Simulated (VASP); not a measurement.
# NiO (P1) in VASP: single point with PBE+U

Aim: the single point of NiO with PBE+U.

Everything below comes from runs of VASP 6.6.1. Logs are shortened: lines on timing, memory, paths and dates and some standing lists are left out, and cuts for length are marked.

### Step 1. The cell of the first run

The typed cell holds 4 atoms: a = 2.997 Å, b = 2.980 Å, c = 4.244 Å, α = 90.75°, β = 89.62°, γ = 89.41°.

### Step 2. Single point, PBE+U, non-collinear spin, typed start, spin-orbit coupling

INCAR reads:

```
PREC = Accurate ; ENCUT = 520
EDIFF = 1E-7 ; ISMEAR = -1
SIGMA = 0.1 ; LREAL = False
LASPH = True ; NELM = 150
ALGO = Normal ; ISIF = 2
LWAVE = False ; LCHARG = False
LNONCOLLINEAR = True ; MAGMOM = 0.259 1.947 -0.379 0.259 1.947 -0.379 0 0 0 0 0 0
LORBIT = 11 ; LSORBIT = True
GGA_COMPAT = False ; LORBMOM = True
LMAXMIX = 4 ; LDAU = True
LDAUTYPE = 1 ; LDAUL = 2 -1
LDAUU = 7.78 0 ; LDAUJ = 0.99 0
LDAUPRINT = 1 ; GGA = PE
NBANDS = 46
```

KPOINTS reads:

```
Automatic mesh
0
Gamma
  6 6 4
  0.5 0.5 0
```

POSCAR reads:

```
NiO
1.0
   -2.1080040000      0.0100280000      2.1299630000
    2.0959010000     -0.0197200000      2.1178610000
   -0.0297480000      4.2437740000     -0.0096910000
Ni O
2 2
Direct
    0.0118490000      0.9865680000      0.0065580000
    0.4640370000      0.5404370000      0.4996070000
    0.9929910000      0.9954000000      0.5240090000
    0.5409880000      0.5056990000      0.0072620000
```

Potentials or basis: VASP PAW PBE potentials, release 64 (Ni, O).

On the command line:

```sh
cat potpaw_PBE.64/Ni/POTCAR potpaw_PBE.64/O/POTCAR > POTCAR
mpirun -np 1 vasp_ncl > vasp.out
```

OUTCAR:

```text
PREC = Accurate
   ENCUT = 520
   EDIFF = 1E-7
   ISMEAR = -1
   LREAL = False
   LASPH = True
   NELM = 150
   ISIF = 2
   LNONCOLLINEAR = True
   LORBIT = 11
   LSORBIT = True
   GGA = PE

 ion  position               nearest neighbor table
   1  0.012  0.987  0.007-   4 2.02   3 2.05   4 2.08   4 2.13   3 2.20   4 2.23   2 2.84   2 2.84
                             2 2.99   2 2.99   2 3.02   2 3.05
   2  0.464  0.540  0.500-   3 1.95   3 2.10   4 2.10   3 2.17   4 2.17   3 2.26   1 2.84   1 2.84
                             1 2.99   1 2.99   1 3.02   1 3.05
   3  0.993  0.995  0.524-   2 1.95   1 2.05   2 2.10   2 2.17   1 2.20   2 2.26
   4  0.541  0.506  0.007-   1 2.02   1 2.08   2 2.10   1 2.13   2 2.17   1 2.23

  LATTYP: Found a triclinic cell.
 ALAT       =     2.9796854021
 B/A-ratio  =     1.7510217237
 C/A-ratio  =     1.0057277213
 COS(alpha) =     0.0005101282
 COS(beta)  =     0.0103702763
 COS(gamma) =     0.5818088320

  Lattice vectors:

 A1 = (  -2.0959010000,   0.0197200000,  -2.1178610000)
 A2 = (  -2.1256490000,   4.2634940000,  -2.1275520000)
 A3 = (   2.1080040000,  -0.0100280000,  -2.1299630000)

Analysis of symmetry for initial positions (statically):
=====================================================================
 Subroutine PRICEL returns:
 Original cell was already a primitive cell.

 Routine SETGRP: Setting up the symmetry group for a
 triclinic supercell.

 Subroutine GETGRP returns: Found  1 space group operations
 (whereof  1 operations were pure point group operations)
 out of a pool of  2 trial point group operations.

The static configuration has the point symmetry C_1 .

Analysis of symmetry for dynamics (positions and initial velocities):
=====================================================================
 Subroutine PRICEL returns:
 Original cell was already a primitive cell.

 Routine SETGRP: Setting up the symmetry group for a
 triclinic supercell.

 Subroutine GETGRP returns: Found  1 space group operations
 (whereof  1 operations were pure point group operations)
 out of a pool of  2 trial point group operations.

The dynamic configuration has the point symmetry C_1 .

Analysis of structural, dynamic, and magnetic symmetry:
=====================================================================
 Subroutine PRICEL returns:
 Original cell was already a primitive cell.

 Routine SETGRP: Setting up the symmetry group for a
 triclinic supercell.

 Subroutine GETGRP returns: Found  1 space group operations
 (whereof  1 operations were pure point group operations)
 out of a pool of  2 trial point group operations.

The overall configuration has the point symmetry C_1 .

 Subroutine INISYM returns: Found  1 space group operations
 (whereof  1 operations are pure point group operations),
 and found     1 'primitive' translations

----------------------------------------------------------------------------------------

                                     Primitive cell

  volume of cell :      37.8891

  direct lattice vectors                    reciprocal lattice vectors
    -2.108004000  0.010028000  2.129963000    -0.237206298 -0.001126729  0.234736225
     2.095901000 -0.019720000  2.117861000     0.238569393  0.002211475  0.236099433
    -0.029748000  4.243774000 -0.009691000     0.001669102  0.235652254  0.000542429

  length of vectors
     2.996752210  2.979685402  4.243889327     0.333720231  0.335653375  0.235658789

  position of ions in fractional coordinates (direct lattice)
     0.011849000  0.986568000  0.006558000
     0.464037000  0.540437000  0.499607000
     0.992991000  0.995400000  0.524009000
     0.540988000  0.505699000  0.007262000

  ion indices of the primitive-cell ions
   primitive index   ion index
                 1           1
                 2           2
                 3           3
                 4           4

----------------------------------------------------------------------------------------

 KPOINTS: Automatic mesh

Automatic generation of k-mesh.
 Grid dimensions read from file:
 generate k-points for:    6    6    4
[... 194 lines left out ...]
  o =  0.9819  v =  0.0751  0.6189  0.0322 -0.0216  0.0175  0.0149  0.2575 -0.0122 -0.0276 -0.0047      0.0000 -0.1242 -0.0076 -0.0132  0.0002  0.0762  0.7204 -0.0309 -0.0137 -0.0231
  o =  0.9842  v =  0.0799  0.6527 -0.0075  0.0353 -0.0054 -0.0000  0.2347  0.0045  0.1079  0.0025      0.0000  0.3788  0.0003 -0.1197 -0.0018 -0.0801 -0.5740  0.0011  0.0758  0.0027
  o =  0.9847  v =  0.1270  0.0171  0.0104  0.6081  0.0046 -0.0160 -0.1161  0.0061  0.0186  0.0033      0.0000 -0.1277  0.0101  0.0696  0.0055  0.1241  0.0133  0.0009  0.7500  0.0109
  o =  0.9856  v = -0.6046  0.0602 -0.0075  0.1969  0.0078 -0.0944  0.0052 -0.0063 -0.0075 -0.0332      0.0000 -0.0366 -0.0042 -0.0219 -0.0407 -0.7525  0.0903 -0.0175  0.0596  0.0071
  o =  0.9869  v = -0.1591 -0.0140 -0.0017 -0.7469 -0.0017  0.0302 -0.0086  0.0283  0.0706 -0.0189      0.0000  0.0251  0.0324 -0.0051 -0.0237 -0.0184  0.0304 -0.0045  0.6372  0.0050
  o =  0.9880  v = -0.7609  0.0876 -0.0022  0.1036 -0.0004  0.0678  0.0269 -0.0022  0.0032 -0.0009      0.0000  0.0308 -0.0040  0.0164 -0.0081  0.6239 -0.0650  0.0015 -0.0498  0.0007
  o =  1.0358  v =  0.0084 -0.0094 -0.4971  0.0069 -0.3518 -0.0036  0.0006  0.1007 -0.0015  0.0708      0.0000 -0.0028 -0.1510  0.0016 -0.1058  0.0093 -0.0035 -0.6217  0.0090 -0.4394
  o =  1.0448  v = -0.0104 -0.0005  0.3574  0.0052 -0.5060 -0.0061 -0.0005  0.1589  0.0026 -0.2261      0.0000  0.0001 -0.0838 -0.0008  0.1188 -0.0106 -0.0011  0.4159  0.0053 -0.5877

 number of electron      32.0000007 magnetization       0.5120812      3.8720680     -0.7547358

 Free energy of the ion-electron system (eV)
  ---------------------------------------------------
  ext. energy  EPLUGINS =         0.00000000
  ---------------------------------------------------
  free energy    TOTEN  =       -20.86965288 eV

  energy without entropy =      -20.86965286  energy(sigma->0) =      -20.86965287

 E-fermi :   7.7707     XC(G=0): -12.4086

 val. band max:        6.0908988061   @ k =  -0.4167  -0.0833   0.5000
 cond. band min:       9.3172625604   @ k =  -0.0833   0.0833  -0.0000
 fundamental gap:      3.2263637542
 Fermi energy:         7.7706566746

 k-point     1 :       0.0833    0.0833    0.0000
  band No.  band energies     occupation
      1     -12.0932      1.00000
      2     -11.8361      1.00000
      3     -11.1055      1.00000
      4     -10.3206      1.00000
      5      -1.0383      1.00000
      6      -0.8371      1.00000
[... 1117 lines left out ...]
     43      17.6781      0.00000
     44      17.9058      0.00000

 [... further k-points ...]

 [bands above 44 left out]

------------------------ aborting loop because EDIFF is reached ----------------------------------------

  FORCE on cell =-STRESS in cart. coord.  units (eV):
  Direction    XX          YY          ZZ          XY          YZ          ZX
  --------------------------------------------------------------------------------------
  -------------------------------------------------------------------------------------
  Total        0.2593275     -0.8978971     -0.9931516      0.4241326      0.0593873      0.1706949
  in kB       10.9659174    -37.9684543    -41.9963832     17.9348578      2.5112508      7.2180007
  external PRESSURE =     -22.9996400 kB  Pullay stress =       0.0000000 kB

 VOLUME and BASIS-vectors are now :
 -----------------------------------------------------------------------------
  energy-cutoff  :      520.00
  volume of cell :       37.89
      direct lattice vectors                 reciprocal lattice vectors
    -2.108004000  0.010028000  2.129963000    -0.237206298 -0.001126729  0.234736225
     2.095901000 -0.019720000  2.117861000     0.238569393  0.002211475  0.236099433
    -0.029748000  4.243774000 -0.009691000     0.001669102  0.235652254  0.000542429

 POSITION                                       TOTAL-FORCE (eV/Angst)
 -----------------------------------------------------------------------------------
      2.04258      0.00849      2.11459         0.276859      0.095309      0.397349
      0.13965      2.11422      2.12811        -1.370848      0.317231     -0.043073
     -0.02256      2.21410      4.21807         0.671909     -0.623121      0.322210
     -0.08073      0.02627      2.22321         0.422080      0.210581     -0.676486
 -----------------------------------------------------------------------------------
    total drift:                                0.001199     -0.000341     -0.000907

  FREE ENERGIE OF THE ION-ELECTRON SYSTEM (eV)
  ---------------------------------------------------
  free  energy   TOTEN  =       -20.8696528838 eV

  energy  without entropy=      -20.8696528624  energy(sigma->0) =      -20.86965287

 orbital moment (x)

 # of ion     p       d       tot
 ----------------------------------------
  1         0.000   0.023   0.023
  2         0.000   0.023   0.023
  3        -0.000   0.000  -0.000
  4        -0.000   0.000  -0.000
 ----------------------------------------
           -0.001   0.046   0.045

 orbital moment (y)

 # of ion     p       d       tot
 ----------------------------------------
  1        -0.000   0.173   0.173
  2        -0.000   0.172   0.172
  3        -0.003   0.000  -0.003
  4        -0.003   0.000  -0.003
 ----------------------------------------
           -0.007   0.345   0.339

 orbital moment (z)

 # of ion     p       d       tot
 ----------------------------------------
  1        -0.000  -0.033  -0.033
  2         0.000  -0.033  -0.033
  3         0.001   0.000   0.001
  4         0.001   0.000   0.001
 ----------------------------------------
            0.001  -0.066  -0.065

 Spin-Orbit-Coupling matrix elements

 Ion:    1  E_soc:     -0.0307252
 l=   1
     0.0000000    -0.0002183    -0.0002186
    -0.0002183     0.0000000    -0.0002193
    -0.0002186    -0.0002193     0.0000000
 l=   2
     0.0000000    -0.0000683     0.0000000    -0.0000774    -0.0049583
    -0.0000683     0.0000000    -0.0037361    -0.0000759    -0.0012644
     0.0000000    -0.0037361     0.0000000    -0.0033970     0.0000000
    -0.0000774    -0.0000759    -0.0033970     0.0000000    -0.0011290
    -0.0049583    -0.0012644     0.0000000    -0.0011290     0.0000000
 l=   3
     0.0000000     0.0000000     0.0000000     0.0000000     0.0000000     0.0000000     0.0000000
     0.0000000     0.0000000     0.0000000     0.0000000     0.0000000     0.0000000     0.0000000
     0.0000000     0.0000000     0.0000000     0.0000000     0.0000000     0.0000000     0.0000000
     0.0000000     0.0000000     0.0000000     0.0000000     0.0000000     0.0000000     0.0000000
[... 49 lines left out ...]
 l=   2
     0.0000000     0.0000000     0.0000000     0.0000000     0.0000000
     0.0000000     0.0000000     0.0000000     0.0000000     0.0000000
     0.0000000     0.0000000     0.0000000     0.0000000     0.0000000
     0.0000000     0.0000000     0.0000000     0.0000000     0.0000000
     0.0000000     0.0000000     0.0000000     0.0000000     0.0000000
 l=   3
     0.0000000     0.0000000     0.0000000     0.0000000     0.0000000     0.0000000     0.0000000
     0.0000000     0.0000000     0.0000000     0.0000000     0.0000000     0.0000000     0.0000000
     0.0000000     0.0000000     0.0000000     0.0000000     0.0000000     0.0000000     0.0000000
     0.0000000     0.0000000     0.0000000     0.0000000     0.0000000     0.0000000     0.0000000
     0.0000000     0.0000000     0.0000000     0.0000000     0.0000000     0.0000000     0.0000000
     0.0000000     0.0000000     0.0000000     0.0000000     0.0000000     0.0000000     0.0000000
     0.0000000     0.0000000     0.0000000     0.0000000     0.0000000     0.0000000     0.0000000

 total charge

# of ion       s       p       d       tot
------------------------------------------
    1        0.341   0.410   8.195   8.947
    2        0.345   0.414   8.197   8.956
    3        1.548   3.477   0.000   5.025
    4        1.548   3.469   0.000   5.017
--------------------------------------------------
tot          3.782   7.770  16.392  27.944

 magnetization (x)

# of ion       s       p       d       tot
------------------------------------------
    1        0.001   0.002   0.230   0.233
    2        0.002   0.002   0.241   0.244
    3        0.002   0.015   0.000   0.017
    4        0.002   0.015   0.000   0.017
--------------------------------------------------
tot          0.006   0.034   0.471   0.511

 magnetization (y)

# of ion       s       p       d       tot
------------------------------------------
    1        0.012   0.013   1.782   1.807
    2        0.011   0.014   1.777   1.802
    3        0.012   0.114   0.000   0.126
    4        0.013   0.114   0.000   0.127
--------------------------------------------------
tot          0.048   0.255   3.559   3.862

 magnetization (z)

# of ion       s       p       d       tot
------------------------------------------
    1       -0.002  -0.003  -0.347  -0.352
    2       -0.002  -0.003  -0.347  -0.352
    3       -0.002  -0.022   0.000  -0.025
    4       -0.002  -0.022   0.000  -0.025
--------------------------------------------------
tot         -0.009  -0.050  -0.694  -0.753
```

Wall time 29 min (1 thread of Oxide Virtual Turin-like, shared host); peak memory 0.43 GiB.

What came out:

```
Free energy                                           : -20.8697 eV
Pressure                                              : -2.3 GPa
Largest force                                         : 1.408 eV/Å
Net moment                                            : 3.98 μB per cell
Valence electrons inside the program's atomic spheres : Ni 8.95, 8.96; O 5.03, 5.02
```

Forces on the atoms (eV/Å):
```
Ni   0.277  0.095  0.397
Ni  -1.371  0.317 -0.043
O    0.672 -0.623  0.322
O    0.422  0.211 -0.676
```

Stress tensor (GPa, compression positive):
```
 1.10  1.79  0.72
 1.79 -3.80  0.25
 0.72  0.25 -4.20
```

Moments on the atoms (μB; x, y, z):
```
Ni   0.23  1.81 -0.35
Ni   0.24  1.80 -0.35
O    0.02  0.13 -0.03
O    0.02  0.13 -0.03
```

Caveat: the k points lie up to 0.37 Å⁻¹ apart; forces of over 1 eV/Å act on the atoms, so gaps and moduli don't describe the material at rest. The state reached can hang on the start; a lower one may exist.
